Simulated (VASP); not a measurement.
# CuSi16 (a cell with a defect) in VASP: a series of runs

The runs below take CuSi16 (a cell with a defect) through single point, with LDA.

Program: VASP 6.6.1. These are calculated values, not measurements. Logs are shortened: lines on timing, memory, paths and dates and some standing lists are left out, and cuts for length are marked.

**1. The cell of the first run**

The cell holds a defect, 17 atoms: a = 7.679 Å, b = 7.679 Å, c = 7.679 Å, α = 60.00°, β = 60.00°, γ = 60.00°.

**2. Single point, LDA**

Input file INCAR:

```
ALGO     = Normal         # electronic algorithm
EDIFF    = 1E-7           # SCF threshold, eV
ENCUT    = 520            # plane-wave cutoff, eV
ISIF     = 2              # what is computed and relaxed
ISMEAR   = -1             # smearing method
LASPH    = T              # aspherical terms in the spheres
LCHARG   = F              # write CHGCAR
LREAL    = Auto         
LWAVE    = F              # write WAVECAR
NBANDS   = 52             # bands
NELECT   = 74.0         
NELM     = 100            # most SCF steps
PREC     = Accurate       # precision mode
SIGMA    = 0.02           # smearing width, eV
```

Input file KPOINTS:

```
k-points
0
Gamma
  2 2 2
```

Input file POSCAR:

```
CuSi16
1.0
    0.0000000000      5.4300000000      5.4300000000
    5.4300000000      0.0000000000      5.4300000000
    5.4300000000      5.4300000000      0.0000000000
Si Cu
16 1
Direct
   -0.0469613260     -0.0017863720      0.0194475138
    0.1183241252      0.1277348066      0.0924125230
    0.0104419890     -0.0091712707      0.4846593002
    0.1134898711      0.1282228361      0.6415561694
   -0.0285911602      0.4856077348      0.0232504604
    0.0937292818      0.6159208103      0.1459576427
    0.0231767956      0.4802117864      0.5267679558
    0.1339963168      0.5957090239      0.6539594843
    0.4877624309      0.0429558011     -0.0065285451
    0.6097237569      0.2033885820      0.0870718232
    0.5141436464     -0.0068324125      0.4989318600
    0.6293462247      0.1489226519      0.5990699816
    0.4620902394      0.5975230203     -0.0469337017
    0.5890515654      0.6775966851      0.1234530387
    0.4920994475      0.5083057090      0.5011786372
    0.6560589319      0.6238121547      0.5911970534
    0.2955064457      0.1899079190      0.2659668508
```

Potentials or basis: VASP PAW LDA potentials, release 64 (Si, Cu).

On the command line:

```sh
> cat potpaw_LDA.64/Si/POTCAR potpaw_LDA.64/Cu/POTCAR > POTCAR
> mpirun -np 1 vasp_std > vasp.out
```

OUTCAR:

```text
EDIFF = 1E-7
   ENCUT = 520
   ISIF = 2
   ISMEAR = -1
   LASPH = T
   LREAL = Auto
   NELECT = 74.0
   NELM = 100
   PREC = Accurate

 ion  position               nearest neighbor table
   1  0.953  0.998  0.019-  10 2.24   2 2.33   4 2.39   6 2.40
   2  0.118  0.128  0.092-   5 2.27   1 2.33   9 2.35   3 2.46  17 2.64
   3  0.010  0.991  0.485-  12 2.40   2 2.46   8 2.49   4 2.50  17 2.66
   4  0.113  0.128  0.642-   7 2.22   1 2.39  17 2.40   3 2.50  11 2.51
   5  0.971  0.486  0.023-   2 2.27   8 2.33   6 2.35  14 2.44
   6  0.094  0.616  0.146-   5 2.35   1 2.40  13 2.42   7 2.42  17 2.70
   7  0.023  0.480  0.527-   8 2.22   4 2.22  16 2.33   6 2.42
   8  0.134  0.596  0.654-   7 2.22  15 2.26   5 2.33   3 2.49
   9  0.488  0.043  0.993-  14 2.29  17 2.33   2 2.35  10 2.37  12 2.48
  10  0.610  0.203  0.087-  17 2.12   1 2.24   9 2.37  13 2.47  11 2.63
  11  0.514  0.993  0.499-  16 2.33  12 2.34  17 2.46   4 2.51  10 2.63
  12  0.629  0.149  0.599-  15 2.26  11 2.34   3 2.40   9 2.48
  13  0.462  0.598  0.953-  16 2.36  14 2.39   6 2.42  10 2.47
  14  0.589  0.678  0.123-   9 2.29  15 2.39  13 2.39   5 2.44
  15  0.492  0.508  0.501-  12 2.26   8 2.26  16 2.33  14 2.39
  16  0.656  0.624  0.591-  11 2.33  15 2.33   7 2.33  13 2.36
  17  0.296  0.190  0.266-  10 2.12   9 2.33   4 2.40  11 2.46   2 2.64   3 2.66   6 2.70

  LATTYP: Found a face centered cubic cell.
 ALAT       =    10.8600000000

  Lattice vectors:

 A1 = (   0.0000000000,   5.4300000000,   5.4300000000)
 A2 = (   5.4300000000,   0.0000000000,   5.4300000000)
 A3 = (   5.4300000000,   5.4300000000,   0.0000000000)

Analysis of symmetry for initial positions (statically):
=====================================================================
 Subroutine PRICEL returns:
 Original cell was already a primitive cell.

 Routine SETGRP: Setting up the symmetry group for a
 face centered cubic supercell.

 Subroutine GETGRP returns: Found  1 space group operations
 (whereof  1 operations were pure point group operations)
 out of a pool of 48 trial point group operations.

The static configuration has the point symmetry C_1 .

Analysis of symmetry for dynamics (positions and initial velocities):
=====================================================================
 Subroutine PRICEL returns:
 Original cell was already a primitive cell.

 Routine SETGRP: Setting up the symmetry group for a
 face centered cubic supercell.

 Subroutine GETGRP returns: Found  1 space group operations
 (whereof  1 operations were pure point group operations)
 out of a pool of 48 trial point group operations.

The dynamic configuration has the point symmetry C_1 .

 Subroutine INISYM returns: Found  1 space group operations
 (whereof  1 operations are pure point group operations),
 and found     1 'primitive' translations

----------------------------------------------------------------------------------------

                                     Primitive cell

  volume of cell :     320.2060

  direct lattice vectors                    reciprocal lattice vectors
     0.000000000  5.430000000  5.430000000    -0.092081031  0.092081031  0.092081031
     5.430000000  0.000000000  5.430000000     0.092081031 -0.092081031  0.092081031
     5.430000000  5.430000000  0.000000000     0.092081031  0.092081031 -0.092081031

  length of vectors
     7.679179644  7.679179644  7.679179644     0.159489025  0.159489025  0.159489025

  position of ions in fractional coordinates (direct lattice)
     0.953038674  0.998213628  0.019447514
     0.118324125  0.127734807  0.092412523
     0.010441989  0.990828729  0.484659300
     0.113489871  0.128222836  0.641556169
     0.971408840  0.485607735  0.023250460
     0.093729282  0.615920810  0.145957643
[... 9 lines left out ...]
     0.656058932  0.623812155  0.591197053
     0.295506446  0.189907919  0.265966851

  ion indices of the primitive-cell ions
   primitive index   ion index
                 1           1
                 2           2
                 3           3
                 4           4
                 5           5
                 6           6
[... 9 lines left out ...]
                16          16
                17          17

----------------------------------------------------------------------------------------

 KPOINTS: k-points

Automatic generation of k-mesh.
 Grid dimensions read from file:
 generate k-points for:    2    2    2

 Generating k-lattice:

  Cartesian coordinates                     Fractional coordinates (reciprocal lattice)
    -0.046040516  0.046040516  0.046040516     0.500000000  0.000000000  0.000000000
     0.046040516 -0.046040516  0.046040516     0.000000000  0.500000000  0.000000000
     0.046040516  0.046040516 -0.046040516     0.000000000  0.000000000  0.500000000

  Length of vectors
     0.079744512  0.079744512  0.079744512

  Shift w.r.t. Gamma in fractional coordinates (k-lattice)
[... 37 lines left out ...]
   EDIFFG = 0.1E-05   stopping-criterion for IOM
   NSW    =      0    number of steps for IOM
   IBRION =     -1    ionic relax: 0-MD 1-quasi-New 2-CG
   NFREE  =      0    steps in history (QN), initial steepest desc. (CG)
   ISIF   =      2    stress and relaxation
   ISYM   =      2    0-nonsym 1-usesym 2-fastsym
   POTIM  = 0.5000    time-step for ionic-motion
   TEBEG  =    0.0;   TEEND  =   0.0 temperature during run
   PSTRESS=    0.0 pullay stress
   NELECT =      74.0000    total number of electrons
   NUPDOWN=      -1.0000    fix difference up-down
   EMIN   =  10.00;   EMAX   =-10.00  energy-range for DOS
   EFERMI =   0.00;   METHOD = LEGACY
   ISMEAR =    -1;   SIGMA  =   0.02  broadening in eV -4-tet -1-fermi 0-gaus
   EFERMI_NEDOS =   21; number of points for ismear=-14 and -15
   IALGO  =     38    algorithm
   IMIX   =      4    mixing-type and parameters
     AMIX     =   0.40;   BMIX     =  1.00
     AMIX_MAG =   1.60;   BMIX_MAG =  1.00
  volume/ion in A,a.u.               =      18.84       127.11
  Fermi-wavevector in a.u.,A,eV,Ry     =   1.004636  1.898488 13.732283  1.009294
  Thomas-Fermi vector in A             =   2.137265
   LORBIT       =      0    0 simple, 1 ext, 2 COOP (PROOUT), +10 PAW based schemes
   GGA     = CA    functional components
   LHFCALC =     F    Hartree Fock is set to
   AEXX    =    0.0000 exact exchange contribution
   IVDW    =     0    specifies the selected vdW correction
   LEPSILON=     F    determine dielectric tensor
   LRPA    =     F    only Hartree local field effects (RPA)
 non-spin polarized calculation
  energy-cutoff  :      520.00
  volume of cell :      320.21
 maximum number of plane-waves:      8646
 NGX is ok and might be reduce to    60
   NGX = 29   NGY = 29   NGZ = 29

 number of electron      74.0000002 magnetization

 Free energy of the ion-electron system (eV)
  ---------------------------------------------------
  ext. energy  EPLUGINS =         0.00000000
  ---------------------------------------------------
  free energy    TOTEN  =      -102.12614679 eV

  energy without entropy =     -102.12287222  energy(sigma->0) =     -102.12450951

 E-fermi :   6.3957     XC(G=0):  -9.8414

 val. band max:        6.3487745470   @ k =   0.0000   0.0000   0.0000
 cond. band min:       6.4512978307   @ k =   0.0000   0.0000   0.0000
 fundamental gap:      0.1025232837
 Fermi energy:         6.3957326911

 k-point     1 :       0.0000    0.0000    0.0000
  band No.  band energies     occupation
      1      -5.9556      2.00000
      2      -3.8469      2.00000
      3      -3.5605      2.00000
      4      -3.5231      2.00000
      5      -3.2249      2.00000
      6      -2.1900      2.00000
[... 41 lines left out ...]
     48       8.4332      0.00000
     49       8.6612      0.00000

 k-point     2 :       0.5000    0.0000    0.0000
  band No.  band energies     occupation
      1      -5.2551      2.00000
      2      -5.0373      2.00000
      3      -3.5443      2.00000
      4      -3.4373      2.00000
      5      -3.2226      2.00000
      6      -3.0504      2.00000
[... 304 lines left out ...]
 k-point     8 :       0.5000    0.0000    0.5000
  band No.  band energies     occupation
      1      -4.9534      2.00000
      2      -4.8319      2.00000
      3      -4.1568      2.00000
      4      -3.9255      2.00000
      5      -3.7681      2.00000
      6      -3.4467      2.00000
[... 41 lines left out ...]
     48      10.1218      0.00000
     49      10.3167      0.00000
 [bands above 49 left out]

------------------------ aborting loop because EDIFF is reached ----------------------------------------

  FORCE on cell =-STRESS in cart. coord.  units (eV):
  Direction    XX          YY          ZZ          XY          YZ          ZX
  --------------------------------------------------------------------------------------
  -------------------------------------------------------------------------------------
  Total       -9.4595321    -11.4131601     -9.1833705     -1.5351271      2.3452285      2.4853756
  in kB      -47.3315530    -57.1066924    -45.9497554     -7.6811357     11.7345454     12.4357829
  external PRESSURE =     -50.1293336 kB  Pullay stress =       0.0000000 kB

 VOLUME and BASIS-vectors are now :
 -----------------------------------------------------------------------------
  energy-cutoff  :      520.00
  volume of cell :      320.21
      direct lattice vectors                 reciprocal lattice vectors
     0.000000000  5.430000000  5.430000000    -0.092081031  0.092081031  0.092081031
     5.430000000  0.000000000  5.430000000     0.092081031 -0.092081031  0.092081031
     5.430000000  5.430000000  0.000000000     0.092081031  0.092081031 -0.092081031

 POSITION                                       TOTAL-FORCE (eV/Angst)
 -----------------------------------------------------------------------------------
      5.52590      5.28060     10.59530        -1.098891      0.669845      0.485005
      1.19540      1.14430      1.33610         0.464491      1.124957     -0.670225
      8.01190      2.68840      5.43690         0.385356      0.160746     -0.014879
      4.17990      4.09990      1.31250        -1.775698      0.954347     -1.115265
      2.76310      5.40100      7.91160         0.942635     -0.696779      0.273257
      4.13700      1.30150      3.85340        -0.000810      0.189501      0.654960
[... 9 lines left out ...]
      6.59750      6.77260      6.94970         0.820439     -0.110508     -0.157592
      2.47540      3.04880      2.63580         1.018529     -0.401969     -1.630541
 -----------------------------------------------------------------------------------
    total drift:                                0.002898     -0.007816     -0.002668

  FREE ENERGIE OF THE ION-ELECTRON SYSTEM (eV)
  ---------------------------------------------------
  free  energy   TOTEN  =      -102.1261467884 eV

  energy  without entropy=     -102.1228722229  energy(sigma->0) =     -102.12450951
```

Run time: 12 min. Hardware: 1 thread of Intel Xeon 8259CL, shared host; peak memory 0.4 GiB.

Results:

| Item | Value |
| --- | --- |
| Free energy | -102.1261 eV |
| Largest force | 2.304 eV/Å |

Forces in eV/Å, atoms in the order of the input:
```
Si  -1.099  0.670  0.485
Si   0.464  1.125 -0.670
Si   0.385  0.161 -0.015
Si  -1.776  0.954 -1.115
Si   0.943 -0.697  0.273
Si  -0.001  0.190  0.655
Si  -0.460 -1.855  0.156
Si   1.798 -0.592  1.155
Si  -1.318 -0.972  0.545
Si   0.664  0.036  0.789
Si   0.613 -0.927  0.239
Si  -0.498  1.191 -0.643
Si  -0.189  0.995 -0.711
Si  -0.942  0.471 -0.392
Si  -0.425 -0.238  1.038
Si   0.820 -0.111 -0.158
Cu   1.019 -0.402 -1.631
```

Caveat: the k points lie up to 0.50 Å⁻¹ apart; the cell carries a net charge on a neutralising background, which shifts energy and pressure; the cell is charged against a uniform background, so pressure and absolute levels hang on convention; the atoms stand as in a frame of molecular dynamics.

**3. Single point, LDA**

Input file INCAR:

```
SYSTEM = CuSi16
PREC = Accurate ; ENCUT = 520
EDIFF = 1E-6 ; ISMEAR = -1
SIGMA = 0.02 ; LREAL = Auto
LASPH = .TRUE. ; NELM = 60
ALGO = Normal ; ISIF = 2
LWAVE = .FALSE. ; LCHARG = .TRUE.
GGA = CA ; LELF = .TRUE.
LVHAR = .TRUE. ; NELECT = 74.0
NBANDS = 52
```

Input file KPOINTS:

```
regular mesh
0
G
  2 2 2
  0 0 0
```

Input file POSCAR:

```
CuSi16
1.0
    0.0000000000      5.4300000000      5.4300000000
    5.4300000000      0.0000000000      5.4300000000
    5.4300000000      5.4300000000      0.0000000000
Si Cu
16 1
Direct
    0.0229373849     -0.0090515654     -0.0171731123
    0.0947145488      0.1642541436      0.1144198895
   -0.0590699816      0.0540423573      0.5080386740
    0.1007458564      0.1488489871      0.6294198895
    0.0148342541      0.5414088398     -0.0513904236
    0.1486279926      0.5873204420      0.1420902394
   -0.0319429098      0.5245764273      0.5084438306
    0.0988121547      0.6839686924      0.5927163904
    0.4801841621      0.0044567219     -0.0007182320
    0.6755248619      0.0588581952      0.1263904236
    0.4835451197      0.0244843462      0.5239686924
    0.5711233886      0.1910865562      0.6298158379
    0.5309392265      0.4554327808      0.0134069982
    0.6269705341      0.6393093923      0.1022928177
    0.4719337017      0.5737016575      0.4638305709
    0.5892633517      0.6554511971      0.6353222836
    0.3126335175      0.1545303867      0.2724309392
```

Potentials or basis: VASP PAW LDA potentials, release 64 (Si, Cu).

On the command line:

```sh
> cat potpaw_LDA.64/Si/POTCAR potpaw_LDA.64/Cu/POTCAR > POTCAR
> mpirun -np 1 vasp_std > vasp.out
```

Wall time 12 min (1 thread of Intel Xeon 8259CL, shared host); peak memory 0.4 GiB.

It converged, with:

- Free energy: -102.6692 eV
- Largest force: 2.502 eV/Å

Forces in eV/Å, atoms in the order of the input:
```
Si  -0.418  2.465 -0.104
Si   0.259 -0.081 -0.150
Si  -0.818 -0.136  0.737
Si  -0.025 -0.830  0.536
Si   1.044  1.102 -1.353
Si   0.024 -1.111  0.527
Si   0.103 -0.059  0.080
Si  -0.516 -0.513  0.175
Si  -0.034 -0.296  0.526
Si   1.860 -1.056 -0.579
Si  -1.147 -0.446 -0.067
Si   0.499 -0.007  0.455
Si  -0.283 -0.555 -0.139
Si  -0.777  0.346  0.305
Si   0.157  0.709 -0.595
Si  -0.197  0.802 -0.233
Cu   0.269 -0.332 -0.122
```

Levels at points of the mesh, in eV from the Fermi level:
| k point | band 35 | band 36 | band 37 | band 38 | band 39 | band 40 |
| --- | --- | --- | --- | --- | --- | --- |
| (0.00, 0.00, 0.00) | -0.63 | -0.07 | -0.04 | 0.04 | 0.30 | 0.32 |
| (0.50, 0.00, 0.00) | -0.89 | -0.71 | -0.51 | 0.58 | 0.92 | 1.16 |
| (0.00, 0.50, 0.00) | -0.67 | -0.64 | -0.54 | 0.28 | 0.78 | 0.95 |
| (0.00, 0.00, 0.50) | -0.85 | -0.78 | -0.40 | 0.61 | 0.84 | 0.98 |
| (0.50, 0.50, 0.50) | -0.84 | -0.81 | -0.42 | 0.47 | 0.84 | 1.11 |
| (0.50, 0.50, 0.00) | -1.25 | -1.14 | -1.02 | 0.67 | 0.97 | 1.59 |
| (0.00, 0.50, 0.50) | -1.31 | -1.08 | -1.04 | 0.61 | 0.90 | 1.66 |
| (0.50, 0.00, 0.50) | -1.23 | -1.08 | -1.03 | 0.54 | 0.95 | 1.78 |

Caveat: the k points lie up to 0.50 Å⁻¹ apart; the cell carries a net charge on a neutralising background, which shifts energy and pressure; the cell is charged against a uniform background, so pressure and absolute levels hang on convention; the atoms stand as in a frame of molecular dynamics.

**4. Single point, LDA**

Input file INCAR:

```
PREC = Accurate
ENCUT = 520
EDIFF = 1E-7
ISMEAR = -1
SIGMA = 0.02
LREAL = Auto
LASPH = True
NELM = 60
ALGO = Normal
ISIF = 2
LWAVE = False
LCHARG = False
GGA = CA
NELECT = 74.0
NBANDS = 52
```

Input file KPOINTS:

```
regular mesh
0
Gamma
  2 2 2
```

Input file POSCAR:

```
CuSi16
1.0
    0.0000000000      5.4300000000      5.4300000000
    5.4300000000      0.0000000000      5.4300000000
    5.4300000000      5.4300000000      0.0000000000
Si Cu
16 1
Direct
   -0.0136648250     -0.0042725599      0.0014917127
    0.0911325967      0.1152946593      0.1432136280
    0.0071639042     -0.0169613260      0.5197790055
    0.1500736648      0.0674769797      0.6510497238
    0.0065101289      0.5044475138     -0.0026611418
    0.1136556169      0.6184806630      0.1426611418
   -0.0311694291      0.4741528545      0.5414272560
    0.1379189687      0.6124309392      0.6127440147
    0.4700460405      0.0024401473     -0.0074125230
    0.6330294659      0.1405801105      0.0978545120
    0.4996777164      0.0586095764      0.4733793738
    0.6352946593      0.1395856354      0.6388121547
    0.4896593002      0.5442817680     -0.0139502762
    0.6310957643      0.6273941068      0.1245764273
    0.5253130755      0.5182596685      0.4811510129
    0.5957918969      0.6612799263      0.6283517495
    0.2585451197      0.2582504604      0.2230939227
```

On the command line:

```sh
> cat potpaw_LDA.64/Si/POTCAR potpaw_LDA.64/Cu/POTCAR > POTCAR
> mpirun -np 1 vasp_std > vasp.out
```

Run time: 11 min. Hardware: 1 thread of Intel Xeon 8259CL, shared host; peak memory 0.4 GiB.

It converged, with:

```yaml
Free_energy: -102.2424 eV
Largest_force: 2.317 eV/Å
```

Forces in eV/Å, atoms in the order of the input:
```
Si  -0.104  1.336 -0.480
Si   0.539  0.200  0.870
Si  -0.745 -0.728 -0.504
Si   0.673 -1.376  1.738
Si  -1.054 -0.583 -0.315
Si   1.142  0.387  0.167
Si  -0.580  0.236  0.840
Si  -0.060  0.577 -0.487
Si   0.896  1.105  0.088
Si   1.103 -1.545 -0.637
Si  -0.782  1.304 -0.303
Si  -0.571 -1.191  0.313
Si  -0.355  0.746 -1.600
Si  -0.247 -0.375  1.028
Si   0.755  0.014 -1.833
Si  -0.290 -0.330  1.549
Cu  -0.320  0.225 -0.435
```

Levels at points of the mesh, in eV from the Fermi level:
```tsv
k point	band 34	band 35	band 36	band 37	band 38	band 39	band 40	band 41
(0.00, 0.00, 0.00)	-0.62	-0.47	-0.29	-0.14	0.14	0.36	0.41	0.66
(0.50, 0.00, 0.00)	-1.09	-0.60	-0.51	-0.28	0.48	0.88	1.06	1.24
(0.00, 0.50, 0.00)	-1.09	-0.86	-0.60	-0.46	0.46	0.70	0.91	1.07
(0.00, 0.00, 0.50)	-0.90	-0.71	-0.53	-0.34	0.57	0.88	1.10	1.27
(0.50, 0.50, 0.50)	-0.93	-0.77	-0.66	-0.28	0.30	1.01	1.18	1.26
(0.50, 0.50, 0.00)	-1.63	-1.27	-1.02	-0.62	0.53	0.88	1.77	1.88
(0.00, 0.50, 0.50)	-1.48	-1.19	-1.15	-0.71	0.61	1.05	1.84	1.89
(0.50, 0.00, 0.50)	-1.42	-1.34	-1.11	-0.76	0.56	0.98	1.84	1.94
```

Caveat: the k points lie up to 0.50 Å⁻¹ apart; the cell carries a net charge on a neutralising background, which shifts energy and pressure; the cell is charged against a uniform background, so pressure and absolute levels hang on convention; the atoms stand as in a frame of molecular dynamics.
